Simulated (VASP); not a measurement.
# TiO2 (I4_1/amd) in VASP: settings compared

The runs below take TiO2 through single point, with PBEsol+U, LDA, BLYP.

Everything below comes from runs of VASP 6.6.1. Logs are shortened: lines on timing, memory, paths and dates and some standing lists are left out, and cuts for length are marked.

## (1) The cell of the first run

Symmetry: I4_1/amd, No. 141, tetragonal system. Conventional cell: a = 3.784 Å, b = 3.784 Å, c = 9.515 Å, α = 90.00°, β = 90.00°, γ = 90.00°. Within 2.6 Å of Ti (site symmetry -4m2) lie 6 O at 1.93 to 1.98 Å. O (site symmetry 2mm) has 3 Ti at 1.93 to 1.98 Å and 2 O at 2.47 Å within 2.6 Å.

## (2) Single point, PBEsol+U

Contents of INCAR:

```
SYSTEM = TiO2
PREC = Accurate ; ENCUT = 520
EDIFF = 1E-7 ; ISMEAR = -1
SIGMA = 0.05 ; LREAL = .False.
LASPH = .True. ; NELM = 150
ALGO = Normal ; ISIF = 2
LWAVE = .False. ; LCHARG = .False.
LMAXMIX = 4 ; LDAU = .True.
LDAUTYPE = 2 ; LDAUL = 2 -1
LDAUU = 6 0 ; LDAUJ = 0 0
LDAUPRINT = 1 ; GGA = PS
NBANDS = 33
```

Contents of KPOINTS:

```
Automatic mesh
0
Gamma
  10 10 10
  0 0 0
```

Contents of POSCAR:

```
TiO2
1.0
   -1.8921000000      1.8921000000      4.7573000000
    1.8921000000     -1.8921000000      4.7573000000
    1.8921000000      1.8921000000     -4.7573000000
Ti O
2 4
Direct
    0.7500000000      0.2500000000      0.5000000000
    0.0000000000      0.0000000000      0.0000000000
    0.7919000000      0.7919000000      0.0000000000
    0.5419000000      0.0419000000      0.5000000000
    0.9581000000      0.4581000000      0.5000000000
    0.2081000000      0.2081000000      0.0000000000
```

Potentials or basis: VASP PAW PBE potentials, release 64 (Ti_sv, O).

Run with:

```bash
$ cat potpaw_PBE.64/Ti_sv/POTCAR potpaw_PBE.64/O/POTCAR > POTCAR
$ mpirun -np 1 vasp_std > vasp.out
```

OUTCAR:

```text
SYSTEM = TiO2
   PREC = Accurate
   ENCUT = 520
   EDIFF = 1E-7
   ISMEAR = -1
   LREAL = .False.
   LASPH = .True.
   NELM = 150
   ISIF = 2
   GGA = PS

 ion  position               nearest neighbor table
   1  0.750  0.250  0.500-   3 1.93   6 1.93   3 1.93   6 1.93   5 1.98   4 1.98
   2  0.000  0.000  0.000-   4 1.93   5 1.93   4 1.93   5 1.93   3 1.98   6 1.98
   3  0.792  0.792  0.000-   1 1.93   1 1.93   2 1.98
   4  0.542  0.042  0.500-   2 1.93   2 1.93   1 1.98
   5  0.958  0.458  0.500-   2 1.93   2 1.93   1 1.98
   6  0.208  0.208  0.000-   1 1.93   1 1.93   2 1.98

  LATTYP: Found a body centered tetragonal cell.
 ALAT       =     3.7842000000
 C/A-ratio  =     2.5142962846

  Lattice vectors:

 A1 = (  -1.8921000000,   1.8921000000,   4.7573000000)
 A2 = (   1.8921000000,  -1.8921000000,   4.7573000000)
 A3 = (   1.8921000000,   1.8921000000,  -4.7573000000)

Analysis of symmetry for initial positions (statically):
=====================================================================
 Subroutine PRICEL returns:
 Original cell was already a primitive cell.

 Routine SETGRP: Setting up the symmetry group for a
 body centered tetragonal supercell.

 Subroutine GETGRP returns: Found 16 space group operations
 (whereof  8 operations were pure point group operations)
 out of a pool of 16 trial point group operations.

The static configuration has the point symmetry D_2d.
 The point group associated with its full space group is D_4h.

Analysis of symmetry for dynamics (positions and initial velocities):
=====================================================================
 Subroutine PRICEL returns:
 Original cell was already a primitive cell.

 Routine SETGRP: Setting up the symmetry group for a
 body centered tetragonal supercell.

 Subroutine GETGRP returns: Found 16 space group operations
 (whereof  8 operations were pure point group operations)
 out of a pool of 16 trial point group operations.

The dynamic configuration has the point symmetry D_2d.
 The point group associated with its full space group is D_4h.

 Subroutine INISYM returns: Found 16 space group operations
 (whereof  8 operations are pure point group operations),
 and found     1 'primitive' translations

----------------------------------------------------------------------------------------

                                     Primitive cell

  volume of cell :      68.1253

  direct lattice vectors                    reciprocal lattice vectors
    -1.892100000  1.892100000  4.757300000     0.000000000  0.264256646  0.105101633
     1.892100000 -1.892100000  4.757300000     0.264256646  0.000000000  0.105101633
     1.892100000  1.892100000 -4.757300000     0.264256646  0.264256646  0.000000000

  length of vectors
     5.458203744  5.458203744  5.458203744     0.284390450  0.284390450  0.373715333

  position of ions in fractional coordinates (direct lattice)
     0.750000000  0.250000000  0.500000000
     0.000000000  0.000000000  0.000000000
     0.791900000  0.791900000  0.000000000
     0.541900000  0.041900000  0.500000000
     0.958100000  0.458100000  0.500000000
     0.208100000  0.208100000  0.000000000

  ion indices of the primitive-cell ions
   primitive index   ion index
                 1           1
                 2           2
                 3           3
[... 108 lines left out ...]
   LEPSILON=     F    determine dielectric tensor
   LRPA    =     F    only Hartree local field effects (RPA)
 non-spin polarized calculation
  energy-cutoff  :      520.00
  volume of cell :       68.13
 maximum number of plane-waves:      1850
 NGX is ok and might be reduce to    42
   NGX = 21   NGY = 21   NGZ = 21

atom =   1  type =  1  l = 2

 onsite density matrix

spin component  1

  0.0979  0.0000  0.0000 -0.0000 -0.0000
  0.0000  0.0951 -0.0000  0.0000  0.0000
  0.0000 -0.0000  0.2502 -0.0000  0.0000
 -0.0000  0.0000 -0.0000  0.0951  0.0000
 -0.0000  0.0000  0.0000  0.0000  0.2508

spin component  2

  0.0979  0.0000  0.0000 -0.0000 -0.0000
  0.0000  0.0951 -0.0000  0.0000  0.0000
  0.0000 -0.0000  0.2502 -0.0000  0.0000
 -0.0000  0.0000 -0.0000  0.0951  0.0000
 -0.0000  0.0000  0.0000  0.0000  0.2508

 occupancies and eigenvectors

  o =  0.0951  v =  0.0000 -0.2144 -0.0000  0.9767  0.0000  0.0000  0.0000  0.0000  0.0000  0.0000      0.0000  0.0000  0.0000  0.0000  0.0000  0.0000  0.0000  0.0000  0.0000  0.0000
  o =  0.0951  v =  0.0000  0.0000  0.0000  0.0000  0.0000  0.0000 -0.2144 -0.0000  0.9767  0.0000      0.0000  0.0000  0.0000  0.0000  0.0000  0.0000  0.0000  0.0000  0.0000  0.0000
  o =  0.0951  v =  0.0000 -0.9767 -0.0000 -0.2144  0.0000  0.0000  0.0000  0.0000  0.0000  0.0000      0.0000  0.0000  0.0000  0.0000  0.0000  0.0000  0.0000  0.0000  0.0000  0.0000
  o =  0.0951  v =  0.0000  0.0000  0.0000  0.0000  0.0000  0.0000 -0.9767 -0.0000 -0.2144  0.0000      0.0000  0.0000  0.0000  0.0000  0.0000  0.0000  0.0000  0.0000  0.0000  0.0000
[... 5 lines left out ...]
  o =  0.2508  v =  0.0000  0.0000  0.0000  0.0000  0.0000  0.0000 -0.0000 -0.0000  0.0000 -1.0000      0.0000  0.0000  0.0000  0.0000  0.0000  0.0000  0.0000  0.0000  0.0000  0.0000

atom =   2  type =  1  l = 2

 onsite density matrix

spin component  1

  0.0979  0.0000  0.0000  0.0000  0.0000
  0.0000  0.0951 -0.0000  0.0000  0.0000
  0.0000 -0.0000  0.2502 -0.0000 -0.0000
  0.0000  0.0000 -0.0000  0.0951  0.0000
  0.0000  0.0000 -0.0000  0.0000  0.2508

spin component  2

  0.0979  0.0000  0.0000  0.0000  0.0000
  0.0000  0.0951 -0.0000  0.0000  0.0000
  0.0000 -0.0000  0.2502 -0.0000 -0.0000
  0.0000  0.0000 -0.0000  0.0951  0.0000
  0.0000  0.0000 -0.0000  0.0000  0.2508

 occupancies and eigenvectors

  o =  0.0951  v =  0.0000  0.9752  0.0000 -0.2212 -0.0000  0.0000  0.0000  0.0000  0.0000  0.0000      0.0000  0.0000  0.0000  0.0000  0.0000  0.0000  0.0000  0.0000  0.0000  0.0000
  o =  0.0951  v =  0.0000  0.0000  0.0000  0.0000  0.0000  0.0000  0.9752  0.0000 -0.2212 -0.0000      0.0000  0.0000  0.0000  0.0000  0.0000  0.0000  0.0000  0.0000  0.0000  0.0000
  o =  0.0951  v =  0.0000  0.0000  0.0000  0.0000  0.0000  0.0000 -0.2212 -0.0000 -0.9752  0.0000      0.0000  0.0000  0.0000  0.0000  0.0000  0.0000  0.0000  0.0000  0.0000  0.0000
  o =  0.0951  v =  0.0000 -0.2212 -0.0000 -0.9752  0.0000  0.0000  0.0000  0.0000  0.0000  0.0000      0.0000  0.0000  0.0000  0.0000  0.0000  0.0000  0.0000  0.0000  0.0000  0.0000
  o =  0.0979  v =  0.0000  0.0000  0.0000  0.0000  0.0000  1.0000  0.0000  0.0000  0.0000  0.0000      0.0000  0.0000  0.0000  0.0000  0.0000  0.0000  0.0000  0.0000  0.0000  0.0000
  o =  0.0979  v =  1.0000  0.0000  0.0000  0.0000  0.0000  0.0000  0.0000  0.0000  0.0000  0.0000      0.0000  0.0000  0.0000  0.0000  0.0000  0.0000  0.0000  0.0000  0.0000  0.0000
  o =  0.2502  v =  0.0000 -0.0000  1.0000 -0.0000  0.0000  0.0000  0.0000  0.0000  0.0000  0.0000      0.0000  0.0000  0.0000  0.0000  0.0000  0.0000  0.0000  0.0000  0.0000  0.0000
  o =  0.2502  v =  0.0000  0.0000  0.0000  0.0000  0.0000  0.0000 -0.0000  1.0000 -0.0000  0.0000      0.0000  0.0000  0.0000  0.0000  0.0000  0.0000  0.0000  0.0000  0.0000  0.0000
  o =  0.2508  v =  0.0000 -0.0000 -0.0000  0.0000  1.0000  0.0000  0.0000  0.0000  0.0000  0.0000      0.0000  0.0000  0.0000  0.0000  0.0000  0.0000  0.0000  0.0000  0.0000  0.0000
  o =  0.2508  v =  0.0000  0.0000  0.0000  0.0000  0.0000  0.0000 -0.0000 -0.0000  0.0000  1.0000      0.0000  0.0000  0.0000  0.0000  0.0000  0.0000  0.0000  0.0000  0.0000  0.0000

 number of electron      47.9999989 magnetization

 Free energy of the ion-electron system (eV)
  ---------------------------------------------------
  ext. energy  EPLUGINS =         0.00000000
  ---------------------------------------------------
  free energy    TOTEN  =       -48.11077693 eV

  energy without entropy =      -48.11077693  energy(sigma->0) =      -48.11077693

 E-fermi :   4.6756     XC(G=0): -11.0417

 val. band max:        3.6460059411   @ k =  -0.4000   0.4000   0.0000
 cond. band min:       6.6002557410   @ k =   0.0000   0.0000   0.0000
 fundamental gap:      2.9542497999
 Fermi energy:         4.6755860628

 k-point     1 :       0.0000    0.0000    0.0000
  band No.  band energies     occupation
      1     -53.9549      2.00000
      2     -53.8964      2.00000
      3     -30.4538      2.00000
      4     -30.2254      2.00000
      5     -30.2254      2.00000
      6     -30.1568      2.00000
[... 853 lines left out ...]
     32      10.2849      0.00000
     33      11.1322      0.00000

 [... further k-points ...]

------------------------ aborting loop because EDIFF is reached ----------------------------------------

  FORCE on cell =-STRESS in cart. coord.  units (eV):
  Direction    XX          YY          ZZ          XY          YZ          ZX
  --------------------------------------------------------------------------------------
  -------------------------------------------------------------------------------------
  Total        4.9461905      4.9461905      4.3212566      0.0000000      0.0000000      0.0000000
  in kB      116.3249081    116.3249081    101.6276615      0.0000000      0.0000000      0.0000000
  external PRESSURE =     111.4258259 kB  Pullay stress =       0.0000000 kB

 VOLUME and BASIS-vectors are now :
 -----------------------------------------------------------------------------
  energy-cutoff  :      520.00
  volume of cell :       68.13
      direct lattice vectors                 reciprocal lattice vectors
    -1.892100000  1.892100000  4.757300000     0.000000000  0.264256646  0.105101633
     1.892100000 -1.892100000  4.757300000     0.264256646  0.000000000  0.105101633
     1.892100000  1.892100000 -4.757300000     0.264256646  0.264256646  0.000000000

 POSITION                                       TOTAL-FORCE (eV/Angst)
 -----------------------------------------------------------------------------------
      0.00000      1.89210      2.37865         0.000000      0.000000      0.000000
      0.00000      0.00000      0.00000         0.000000      0.000000      0.000000
      0.00000      0.00000      7.53461        -0.000000      0.000000     -0.186885
      0.00000      1.89210      0.39866         0.000000     -0.000000     -0.186885
      0.00000      1.89210      4.35864         0.000000     -0.000000      0.186885
      0.00000      0.00000      1.97999        -0.000000      0.000000      0.186885
 -----------------------------------------------------------------------------------
    total drift:                                0.000000      0.000000      0.000000

  FREE ENERGIE OF THE ION-ELECTRON SYSTEM (eV)
  ---------------------------------------------------
  free  energy   TOTEN  =       -48.1107769343 eV

  energy  without entropy=      -48.1107769342  energy(sigma->0) =      -48.11077693
```

It took 3.8 min on 1 thread of Intel Xeon 6975P-C (Granite Rapids), shared host; peak memory 0.36 GiB.

What came out:

```
Free energy            : -48.1108 eV
Pressure               : 11.1 GPa
Largest force          : 0.187 eV/Å
Band gap on the k mesh : 2.95 eV (least direct gap 3.34 eV)
```

Forces on the atoms (eV/Å):
```
Ti   0.000  0.000  0.000
Ti   0.000  0.000  0.000
O    0.000  0.000 -0.187
O    0.000  0.000 -0.187
O    0.000  0.000  0.187
O    0.000  0.000  0.187
```

Eigenvalues of the final occupation matrices:
| site | spin | trace | eigenvalues |
| --- | --- | --- | --- |
| site 1 d | 1 | 0.79 | 0.10 0.10 0.10 0.25 0.25 |
| site 1 d | 2 | 0.79 | 0.10 0.10 0.10 0.25 0.25 |
| site 2 d | 1 | 0.79 | 0.10 0.10 0.10 0.25 0.25 |
| site 2 d | 2 | 0.79 | 0.10 0.10 0.10 0.25 0.25 |

Caveat: the cell stands under pressure; the PAW data sets were made with another functional, which shifts forces and pressure a little.

## (3) Single point, LDA

This run uses another cell than the first one, of 11.81 Å³/atom.

Contents of INCAR:

```
PREC     = Accurate       # precision mode
ENCUT    = 520            # plane-wave cutoff, eV
EDIFF    = 1E-7           # SCF threshold, eV
ISMEAR   = -1             # smearing method
SIGMA    = 0.05           # smearing width, eV
LREAL    = False          # projectors in reciprocal space
LASPH    = True           # aspherical terms in the spheres
NELM     = 100            # most SCF steps
ALGO     = Normal         # electronic algorithm
ISIF     = 2              # what is computed and relaxed
LWAVE    = False          # write WAVECAR
LCHARG   = False          # write CHGCAR
GGA      = CA             # functional
NBANDS   = 33             # bands
```

Contents of KPOINTS:

```
Automatic mesh
0
Gamma
  10 10 10
```

POSCAR, as its differences from that of step 2:

```diff
@@ -2,5 +2,5 @@
 1.0
-   -1.8921000000      1.8921000000      4.7573000000
-    1.8921000000     -1.8921000000      4.7573000000
-    1.8921000000      1.8921000000     -4.7573000000
+   -1.9169989080      1.9169989080      4.8199032318
+    1.9169989080     -1.9169989080      4.8199032318
+    1.9169989080      1.9169989080     -4.8199032318
 Ti O
```

Potentials or basis: VASP PAW LDA potentials, release 64 (Ti_sv, O).

Run with:

```bash
$ cat potpaw_LDA.64/Ti_sv/POTCAR potpaw_LDA.64/O/POTCAR > POTCAR
$ mpirun -np 1 vasp_std > vasp.out
```

Wall time 13 min (1 thread of AMD EPYC 7R13, shared host); peak memory 0.31 GiB.

Results (log left out):

* Free energy: -58.6510 eV
* Pressure: -13.2 GPa
* Largest force: 0.308 eV/Å
* Band gap on the k mesh: 1.92 eV (least direct gap 2.26 eV)

Forces in eV/Å, atoms in the order of the input:
```
Ti   0.000  0.000  0.000
Ti   0.000  0.000  0.000
O    0.000  0.000  0.308
O    0.000  0.000  0.308
O    0.000  0.000 -0.308
O    0.000  0.000 -0.308
```

Stress tensor (GPa, compression positive):
```
-13.34   0.00   0.00
  0.00 -13.34   0.00
  0.00   0.00 -12.89
```

Levels at points of the mesh, in eV from the valence-band top:
| k point | band 21 | band 22 | band 23 | band 24 | band 25 | band 26 | band 27 | band 28 |
| --- | --- | --- | --- | --- | --- | --- | --- | --- |
| (0.00, 0.00, 0.00) | -0.80 | -0.76 | -0.44 | -0.44 | 1.92 | 2.63 | 3.70 | 3.70 |
| (0.50, 0.00, 0.00) | -1.91 | -0.91 | -0.89 | -0.63 | 2.99 | 3.29 | 3.32 | 3.41 |
| (0.50, 0.50, 0.00) | -2.04 | -2.04 | -0.03 | -0.03 | 3.10 | 3.10 | 3.57 | 3.57 |
| (0.50, 0.50, 0.50) | -1.27 | -1.27 | -0.13 | -0.13 | 2.26 | 2.26 | 3.50 | 3.50 |

Caveat: the cell stands under tension.

## (4) Single point, BLYP

This run uses another cell than the first one, of 12.04 Å³/atom.

Contents of INCAR:

```
SYSTEM = TiO2
  AGGAC = 1.0
  AGGAX = 1.0
  ALDAC = 0.0
  ALDAX = 1.0
  ALGO = Normal
  EDIFF = 1E-7
  ENCUT = 520
  GGA = B5
  ISIF = 2
  ISMEAR = -1
  LASPH = .TRUE.
  LCHARG = .FALSE.
  LREAL = .FALSE.
  LWAVE = .FALSE.
  NBANDS = 33
  NELM = 100
  PREC = Accurate
  SIGMA = 0.05
```

Contents of KPOINTS:

```
k-points
0
G
  10 10 10
  0 0 0
```

POSCAR, as its differences from that of step 3:

```diff
@@ -2,5 +2,5 @@
 1.0
-   -1.9169989080      1.9169989080      4.8199032318
-    1.9169989080     -1.9169989080      4.8199032318
-    1.9169989080      1.9169989080     -4.8199032318
+   -1.9292094213      1.9292094213      4.8506040801
+    1.9292094213     -1.9292094213      4.8506040801
+    1.9292094213      1.9292094213     -4.8506040801
 Ti O
```

Potentials or basis: VASP PAW PBE potentials, release 64 (Ti_sv, O).

Run with:

```bash
$ cat potpaw_PBE.64/Ti_sv/POTCAR potpaw_PBE.64/O/POTCAR > POTCAR
$ mpirun -np 1 vasp_std > vasp.out
```

Wall time 15 min (1 thread of AMD EPYC 7R13, shared host); peak memory 0.35 GiB.

It converged, with:

| Property | Result |
| --- | --- |
| Free energy | -51.7655 eV |
| Pressure | -1.3 GPa |
| Largest force | 0.115 eV/Å |
| Band gap on the k mesh | 1.97 eV (least direct gap 2.29 eV) |

Forces on the atoms (eV/Å):
```
Ti   0.000  0.000  0.000
Ti   0.000  0.000  0.000
O    0.000  0.000  0.115
O    0.000  0.000  0.115
O    0.000  0.000 -0.115
O    0.000  0.000 -0.115
```

Stress tensor (GPa, compression positive):
```
-1.71  0.00  0.00
 0.00 -1.71  0.00
 0.00  0.00 -0.54
```

Levels at points of the mesh, in eV from the valence-band top:
```csv
k point,band 21,band 22,band 23,band 24,band 25,band 26,band 27,band 28
"(0.00, 0.00, 0.00)",-0.79,-0.77,-0.42,-0.42,1.97,2.60,3.63,3.63
"(0.50, 0.00, 0.00)",-1.80,-0.90,-0.85,-0.62,2.96,3.24,3.25,3.32
"(0.50, 0.50, 0.00)",-1.94,-1.94,-0.03,-0.03,3.04,3.04,3.48,3.48
"(0.50, 0.50, 0.50)",-1.25,-1.25,-0.14,-0.14,2.28,2.28,3.42,3.42
```

Caveat: the PAW data sets were made with another functional, which shifts forces and pressure a little.

## (5) Single point, LDA

This run uses another cell than the first one, of 12.04 Å³/atom.

Contents of INCAR:

```
SYSTEM = TiO2
PREC     = Accurate       ! precision mode
ENCUT    = 520            ! plane-wave cutoff, eV
EDIFF    = 1E-6           ! SCF threshold, eV
ISMEAR   = -1             ! smearing method
SIGMA    = 0.05           ! smearing width, eV
LREAL    = .False.        ! projectors in reciprocal space
LASPH    = .True.         ! aspherical terms in the spheres
NELM     = 60             ! most SCF steps
ALGO     = Normal         ! electronic algorithm
ISIF     = 2              ! what is computed and relaxed
LWAVE    = .False.        ! write WAVECAR
LCHARG   = .False.        ! write CHGCAR
GGA      = CA             ! functional
NBANDS   = 33             ! bands
```

Contents of KPOINTS:

```
regular mesh
0
Gamma
  10 10 10
  0 0 0
```

POSCAR is that of step 4.

Potentials or basis: VASP PAW LDA potentials, release 64 (Ti_sv, O).

Run with:

```bash
$ cat potpaw_LDA.64/Ti_sv/POTCAR potpaw_LDA.64/O/POTCAR > POTCAR
$ mpirun -np 1 vasp_std > vasp.out
```

Run time: 11 min. Hardware: 1 thread of AMD EPYC 7R13, shared host; peak memory 0.31 GiB.

Results (log left out):

```
Free energy            : -58.5266 eV
Pressure               : -16.5 GPa
Largest force          : 0.406 eV/Å
Band gap on the k mesh : 1.88 eV (least direct gap 2.22 eV)
```

Forces on the atoms (eV/Å):
```
Ti   0.000  0.000  0.000
Ti   0.000  0.000  0.000
O    0.000  0.000  0.406
O    0.000  0.000  0.406
O    0.000  0.000 -0.406
O    0.000  0.000 -0.406
```

Stress tensor (GPa, compression positive):
```
-16.55   0.00   0.00
  0.00 -16.55   0.00
  0.00   0.00 -16.32
```

Levels at points of the mesh, in eV from the valence-band top:
```
           k point  band 21  band 22  band 23  band 24  band 25  band 26  band 27  band 28
(0.00, 0.00, 0.00)    -0.81    -0.76    -0.43    -0.43     1.88     2.57     3.60     3.60
(0.50, 0.00, 0.00)    -1.87    -0.91    -0.89    -0.63     2.92     3.20     3.23     3.32
(0.50, 0.50, 0.00)    -2.00    -2.00    -0.03    -0.03     3.01     3.01     3.47     3.47
(0.50, 0.50, 0.50)    -1.27    -1.27    -0.14    -0.14     2.21     2.21     3.40     3.40
```

Caveat: the cell stands under tension. A k mesh can miss the band edges.

## (6) Overview

| level | potentials or basis | U | cell | gap on the mesh (eV) | pressure (GPa) | largest force (eV/Å) |
| --- | --- | --- | --- | --- | --- | --- |
| PBEsol+U | VASP PAW PBE potentials, release 64 (Ti_sv, O) | Ti d U = 6.0 eV | a = 5.458 Å, angles 139.4, 139.4, 58.7°, 6 atoms | 2.95 | 11.1 | 0.19 |
| LDA | VASP PAW LDA potentials, release 64 (Ti_sv, O) | - | a = 5.530 Å, angles 139.4, 139.4, 58.7°, 6 atoms | 1.92 | -13.2 | 0.31 |
| BLYP | VASP PAW PBE potentials, release 64 (Ti_sv, O) | - | a = 5.565 Å, angles 139.4, 139.4, 58.7°, 6 atoms | 1.97 | -1.3 | 0.12 |
| LDA | VASP PAW LDA potentials, release 64 (Ti_sv, O) | - | a = 5.565 Å, angles 139.4, 139.4, 58.7°, 6 atoms | 1.88 | -16.5 | 0.41 |

Alike in all rows: task single point; no spin polarisation; k mesh 10 × 10 × 10; cutoff (eV) 520; smearing fermi-dirac 0.05 eV.

Caveats: the PAW data sets were made with another functional, which shifts forces and pressure a little (at least some runs); the cell stands under tension (at least some runs); the cell stands under pressure (at least some runs).

Total energies depend on the potentials used, so only differences within one code and one set of settings carry meaning.
